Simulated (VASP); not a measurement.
# SnO2 (P4_2/mnm) in VASP: notebook

SnO2 is run at these levels: r2SCAN; tasks: single point.

All numbers are computed with VASP 6.6.1; they aren't measurements. Logs are shortened: lines on timing, memory, paths and dates and some standing lists are left out, and cuts for length are marked.

## 1. The cell of the first run

The structure is tetragonal, space group P4_2/mnm (No. 136). The conventional cell has a = 4.545 Å, b = 4.545 Å, c = 3.288 Å, α = 90.00°, β = 90.00°, γ = 90.00°. Sn (site symmetry mmm) has 6 O at 1.97 to 2.06 Å within 2.6 Å. O (site symmetry m2m) has 3 Sn at 1.97 to 2.06 Å and 1 O at 2.48 Å within 2.6 Å.

## 2. Single point, r2SCAN (biaxial strain in the a-b plane: -4.5 %)

The input, POSCAR:

```
SnO2
1.0
    4.5450365398      0.0000000000      0.0000000000
    0.0000000000      4.5450365398      0.0000000000
    0.0000000000      0.0000000000      3.2877042527
Sn O
2 4
Direct
    0.5000000000      0.5000000000      0.5000000000
    0.0000000000      0.0000000000      0.0000000000
    0.1932705957      0.8067294043      0.5000000000
    0.8067294043      0.1932705957      0.5000000000
    0.3067294043      0.3067294043      0.0000000000
    0.6932705957      0.6932705957      0.0000000000
```

The input, INCAR.step1:

```
SYSTEM = SnO2
  ALGO = Normal
  EDIFF = 1E-4
  ENCUT = 520
  GGA = PE
  ISMEAR = 0
  LASPH = .True.
  LCHARG = .False.
  LREAL = .False.
  LWAVE = .True.
  NBANDS = 35
  NELM = 60
  PREC = Accurate
  SIGMA = 0.02
```

The input, INCAR.step2:

```
SYSTEM = SnO2
  ALGO = Normal
  EDIFF = 1E-6
  ENCUT = 520
  ISIF = 2
  ISMEAR = 0
  ISTART = 1
  LASPH = .True.
  LCHARG = .False.
  LMIXTAU = .True.
  LREAL = .False.
  LWAVE = .False.
  METAGGA = R2SCAN
  NBANDS = 35
  NELM = 60
  PREC = Accurate
  SIGMA = 0.02
```

The input, KPOINTS:

```
k-points
0
Gamma
  6 6 8
  0 0 0
```

Potentials or basis: VASP PAW PBE potentials, release 64 (Sn_d, O).

Command:

```bash
> cat potpaw_PBE.64/Sn_d/POTCAR potpaw_PBE.64/O/POTCAR > POTCAR
> cp INCAR.step1 INCAR
> mpirun -np 1 vasp_std > vasp.out
> cp INCAR.step2 INCAR
> mpirun -np 1 vasp_std > vasp.out
```

OUTCAR:

```text
SYSTEM = SnO2
   EDIFF = 1E-6
   ENCUT = 520
   ISIF = 2
   ISMEAR = 0
   ISTART = 1
   LASPH = .True.
   LREAL = .False.
   METAGGA = R2SCAN
   NELM = 60
   PREC = Accurate

 ion  position               nearest neighbor table
   1  0.500  0.500  0.500-   3 1.97   4 1.97   5 2.06   6 2.06   5 2.06   6 2.06   2 3.61   2 3.61
                             2 3.61   2 3.61   2 3.61   2 3.61   2 3.61   2 3.61
   2  0.000  0.000  0.000-   5 1.97   6 1.97   3 2.06   4 2.06   3 2.06   4 2.06   1 3.61   1 3.61
                             1 3.61   1 3.61   1 3.61   1 3.61   1 3.61   1 3.61
   3  0.193  0.807  0.500-   1 1.97   2 2.06   2 2.06
   4  0.807  0.193  0.500-   1 1.97   2 2.06   2 2.06
   5  0.307  0.307  0.000-   2 1.97   1 2.06   1 2.06
   6  0.693  0.693  0.000-   2 1.97   1 2.06   1 2.06

  LATTYP: Found a simple tetragonal cell.
 ALAT       =     4.5450365398
 C/A-ratio  =     0.7233614568

  Lattice vectors:

 A1 = (   4.5450365398,   0.0000000000,   0.0000000000)
 A2 = (   0.0000000000,   4.5450365398,   0.0000000000)
 A3 = (   0.0000000000,   0.0000000000,   3.2877042527)

Analysis of symmetry for initial positions (statically):
=====================================================================
 Subroutine PRICEL returns:
 Original cell was already a primitive cell.

 Routine SETGRP: Setting up the symmetry group for a
 simple tetragonal supercell.

 Subroutine GETGRP returns: Found 16 space group operations
 (whereof  8 operations were pure point group operations)
 out of a pool of 16 trial point group operations.

The static configuration has the point symmetry D_2h.
 The point group associated with its full space group is D_4h.

Analysis of symmetry for dynamics (positions and initial velocities):
=====================================================================
 Subroutine PRICEL returns:
 Original cell was already a primitive cell.

 Routine SETGRP: Setting up the symmetry group for a
 simple tetragonal supercell.

 Subroutine GETGRP returns: Found 16 space group operations
 (whereof  8 operations were pure point group operations)
 out of a pool of 16 trial point group operations.

The dynamic configuration has the point symmetry D_2h.
 The point group associated with its full space group is D_4h.

 Subroutine INISYM returns: Found 16 space group operations
 (whereof  8 operations are pure point group operations),
 and found     1 'primitive' translations

----------------------------------------------------------------------------------------

                                     Primitive cell

  volume of cell :      67.9153

  direct lattice vectors                    reciprocal lattice vectors
     4.545036540  0.000000000  0.000000000     0.220020233  0.000000000  0.000000000
     0.000000000  4.545036540  0.000000000     0.000000000  0.220020233  0.000000000
     0.000000000  0.000000000  3.287704253     0.000000000  0.000000000  0.304163612

  length of vectors
     4.545036540  4.545036540  3.287704253     0.220020233  0.220020233  0.304163612

  position of ions in fractional coordinates (direct lattice)
     0.500000000  0.500000000  0.500000000
     0.000000000  0.000000000  0.000000000
     0.193270596  0.806729404  0.500000000
     0.806729404  0.193270596  0.500000000
     0.306729404  0.306729404  0.000000000
     0.693270596  0.693270596  0.000000000

  ion indices of the primitive-cell ions
   primitive index   ion index
                 1           1
                 2           2
                 3           3
                 4           4
                 5           5
                 6           6

----------------------------------------------------------------------------------------

 KPOINTS: k-points

Automatic generation of k-mesh.
 Grid dimensions read from file:
 generate k-points for:    6    6    8

 Generating k-lattice:

  Cartesian coordinates                     Fractional coordinates (reciprocal lattice)
     0.036670039  0.000000000  0.000000000     0.166666667  0.000000000  0.000000000
     0.000000000  0.036670039  0.000000000     0.000000000  0.166666667  0.000000000
     0.000000000  0.000000000  0.038020451     0.000000000  0.000000000  0.125000000

  Length of vectors
     0.036670039  0.036670039  0.038020451

  Shift w.r.t. Gamma in fractional coordinates (k-lattice)
     0.000000000  0.000000000  0.000000000

 Subroutine IBZKPT returns following result:
 ===========================================

 Found     50 irreducible k-points:

 Following reciprocal coordinates:
            Coordinates               Weight
  0.000000  0.000000  0.000000      1.000000
  0.166667  0.000000  0.000000      4.000000
  0.333333  0.000000  0.000000      4.000000
  0.500000  0.000000  0.000000      2.000000
  0.166667  0.166667  0.000000      4.000000
  0.333333  0.166667  0.000000      8.000000
[... 16 lines left out ...]
  0.333333  0.000000  0.250000      8.000000
  0.500000  0.000000  0.250000      4.000000
 [... further k-points ...]
   k-points           NKPTS =     50   k-points in BZ     NKDIM =     50   number of bands    NBANDS=     35
   number of dos      NEDOS =    301   number of ions     NIONS =      6
   total plane-waves  NPLWV =  31104
   dimension x,y,z NGX =    36 NGY =   36 NGZ =   24
   dimension x,y,z NGXF=    72 NGYF=   72 NGZF=   48
   ions per type =               2   4
   NGX,Y,Z   is equivalent  to a cutoff of  13.17, 13.17, 12.14 a.u.
   NGXF,Y,Z  is equivalent  to a cutoff of  26.34, 26.34, 24.27 a.u.
 SYSTEM =  SnO2
   PREC   = accura    normal or accurate (medium, high low for compatibility)
   ISTART =      1    job   : 0-new  1-cont  2-samecut
   ICHARG =      0    charge: 1-file 2-atom 10-const
   ISPIN  =      1    spin polarized calculation?
   LNONCOLLINEAR =      F non collinear calculations
   LSORBIT =      F    spin-orbit coupling
   LASPH  =      T    aspherical Exc in radial PAW
   ENCUT  =  520.0 eV  38.22 Ry    6.18 a.u.   8.45  8.45  6.11*2*pi/ulx,y,z
   NELM   =     60;   NELMIN=  2; NELMDL=  0     # of ELM steps
   EDIFF  = 0.1E-05   stopping-criterion for ELM
   LREAL  =      F    real-space projection
   EDIFFG = 0.1E-04   stopping-criterion for IOM
   NSW    =      0    number of steps for IOM
   IBRION =     -1    ionic relax: 0-MD 1-quasi-New 2-CG
   NFREE  =      0    steps in history (QN), initial steepest desc. (CG)
   ISIF   =      2    stress and relaxation
   ISYM   =      2    0-nonsym 1-usesym 2-fastsym
   POTIM  = 0.5000    time-step for ionic-motion
   TEBEG  =    0.0;   TEEND  =   0.0 temperature during run
   PSTRESS=    0.0 pullay stress
   NELECT =      52.0000    total number of electrons
   NUPDOWN=      -1.0000    fix difference up-down
   EMIN   =  10.00;   EMAX   =-10.00  energy-range for DOS
   EFERMI =   0.00;   METHOD = LEGACY
   ISMEAR =     0;   SIGMA  =   0.02  broadening in eV -4-tet -1-fermi 0-gaus
   EFERMI_NEDOS =   21; number of points for ismear=-14 and -15
   IALGO  =     38    algorithm
   IMIX   =      4    mixing-type and parameters
     AMIX     =   0.40;   BMIX     =  1.00
     AMIX_MAG =   1.60;   BMIX_MAG =  1.00
  volume/ion in A,a.u.               =      11.32        76.39
  Fermi-wavevector in a.u.,A,eV,Ry     =   1.497684  2.830212 30.518637  2.243057
  Thomas-Fermi vector in A             =   2.609540
   LORBIT       =      0    0 simple, 1 ext, 2 COOP (PROOUT), +10 PAW based schemes
   METAGGA = R2SCAN    functional components
   LHFCALC =     F    Hartree Fock is set to
   AEXX    =    0.0000 exact exchange contribution
   IVDW    =     0    specifies the selected vdW correction
   LEPSILON=     F    determine dielectric tensor
   LRPA    =     F    only Hartree local field effects (RPA)
 non-spin polarized calculation
 Gauss-broadening in eV      SIGMA  =   0.02
  energy-cutoff  :      520.00
  volume of cell :       67.92
 maximum number of plane-waves:      1848
 NGX is ok and might be reduce to    36
   NGX = 17   NGY = 17   NGZ = 13

 number of electron      52.0000022 magnetization

 Free energy of the ion-electron system (eV)
  ---------------------------------------------------
  ext. energy  EPLUGINS =         0.00000000
  ---------------------------------------------------
  free energy    TOTEN  =       -84.25877554 eV

  energy without entropy =      -84.25877554  energy(sigma->0) =      -84.25877554

 E-fermi :   6.4182     XC(G=0): -12.3762

 val. band max:        6.3307362451   @ k =   0.0000   0.0000   0.0000
 cond. band min:       8.7615235264   @ k =   0.0000   0.0000   0.0000
 fundamental gap:      2.4307872813
 Fermi energy:         6.4181530587

 k-point     1 :       0.0000    0.0000    0.0000
  band No.  band energies     occupation
      1     -15.4931      2.00000
      2     -14.4160      2.00000
      3     -14.1470      2.00000
      4     -14.0001      2.00000
      5     -14.0001      2.00000
      6     -13.9792      2.00000
[... 27 lines left out ...]
     34      20.8207      0.00000
     35      20.8306      0.00000

 k-point     2 :       0.1667    0.0000    0.0000
  band No.  band energies     occupation
      1     -15.4350      2.00000
      2     -14.3615      2.00000
      3     -14.2948      2.00000
      4     -13.9974      2.00000
      5     -13.9971      2.00000
      6     -13.9887      2.00000
[... 27 lines left out ...]
     34      20.5460      0.00000
     35      20.7866      0.00000

 k-point     3 :       0.3333    0.0000    0.0000
  band No.  band energies     occupation
      1     -15.2632      2.00000
      2     -14.6395      2.00000
      3     -14.2190      2.00000
      4     -14.0223      2.00000
      5     -13.9915      2.00000
      6     -13.9911      2.00000
[... 27 lines left out ...]
     34      20.3048      0.00000
     35      20.5260      0.00000

 k-point     4 :       0.5000    0.0000    0.0000
  band No.  band energies     occupation
      1     -14.9879      2.00000
      2     -14.9879      2.00000
      3     -14.0949      2.00000
      4     -14.0949      2.00000
      5     -13.9882      2.00000
      6     -13.9882      2.00000
[... 27 lines left out ...]
     34      20.0837      0.00000
     35      20.2959      0.00000

 k-point     5 :       0.1667    0.1667    0.0000
  band No.  band energies     occupation
      1     -15.3949      2.00000
      2     -14.4536      2.00000
      3     -14.2909      2.00000
      4     -14.0012      2.00000
      5     -13.9907      2.00000
      6     -13.9793      2.00000
[... 638 lines left out ...]
 k-point    22 :       0.1667    0.0000    0.2500
  band No.  band energies     occupation
      1     -15.2196      2.00000
      2     -14.7353      2.00000
      3     -14.5016      2.00000
      4     -14.1542      2.00000
      5     -13.9341      2.00000
      6     -13.8765      2.00000
[... 27 lines left out ...]
     34      20.1055      0.00000
     35      20.2802      0.00000

 k-point    23 :       0.3333    0.0000    0.2500
  band No.  band energies     occupation
      1     -15.1712      2.00000
      2     -14.9341      2.00000
      3     -14.3795      2.00000
      4     -14.0490      2.00000
      5     -13.9365      2.00000
      6     -13.8740      2.00000
[... 27 lines left out ...]
     34      19.9527      0.00000
     35      20.1915      0.00000

 k-point    24 :       0.5000    0.0000    0.2500
  band No.  band energies     occupation
      1     -15.0785      2.00000
      2     -15.0785      2.00000
      3     -14.2093      2.00000
      4     -14.2093      2.00000
      5     -13.8811      2.00000
      6     -13.8811      2.00000
[... 27 lines left out ...]
     34      20.0875      0.00000
     35      20.4208      0.00000

 [... further k-points ...]
[... 5 lines left out ...]
  --------------------------------------------------------------------------------------
  -------------------------------------------------------------------------------------
  Total        8.5661400      8.5661400      2.4501846     -0.0000000      0.0000000      0.0000000
  in kB      202.0822861    202.0822861     57.8018685     -0.0000000      0.0000000      0.0000000
  external PRESSURE =     153.9888136 kB  Pullay stress =       0.0000000 kB

 VOLUME and BASIS-vectors are now :
 -----------------------------------------------------------------------------
  energy-cutoff  :      520.00
  volume of cell :       67.92
      direct lattice vectors                 reciprocal lattice vectors
     4.545036540  0.000000000  0.000000000     0.220020233  0.000000000  0.000000000
     0.000000000  4.545036540  0.000000000     0.000000000  0.220020233  0.000000000
     0.000000000  0.000000000  3.287704253     0.000000000  0.000000000  0.304163612

 POSITION                                       TOTAL-FORCE (eV/Angst)
 -----------------------------------------------------------------------------------
      2.27252      2.27252      1.64385         0.000000      0.000000     -0.000000
      0.00000      0.00000      0.00000         0.000000      0.000000     -0.000000
      0.87842      3.66661      1.64385        -0.089662      0.089662      0.000000
      3.66661      0.87842      1.64385         0.089662     -0.089662     -0.000000
      1.39410      1.39410      0.00000         0.089662      0.089662      0.000000
      3.15094      3.15094      0.00000        -0.089662     -0.089662     -0.000000
 -----------------------------------------------------------------------------------
    total drift:                                0.000000      0.000000      0.000000

  FREE ENERGIE OF THE ION-ELECTRON SYSTEM (eV)
  ---------------------------------------------------
  free  energy   TOTEN  =       -84.2587755425 eV

  energy  without entropy=      -84.2587755425  energy(sigma->0) =      -84.25877554
```

Wall time 2.1 min (1 thread of Intel Xeon 6975P-C (Granite Rapids), shared host); peak memory 0.24 GiB.

What came out:

| Item | Value |
| --- | --- |
| Free energy | -84.2588 eV |
| Pressure | 15.4 GPa |
| Largest force | 0.127 eV/Å |
| Band gap on the k mesh | 2.43 eV |

Forces in eV/Å, atoms in the order of the input:
```
Sn   0.000  0.000  0.000
Sn   0.000  0.000  0.000
O   -0.090  0.090  0.000
O    0.090 -0.090  0.000
O    0.090  0.090  0.000
O   -0.090 -0.090  0.000
```

Caveat: the cell differs from its parent crystal (biaxial strain in the a-b plane: -4.5 %); the cell stands under pressure; the PAW data sets were made with another functional, which shifts forces and pressure a little; spin-orbit coupling is left out, which moves the levels of the heavy elements.

(Part 1 of 2 ends here.)
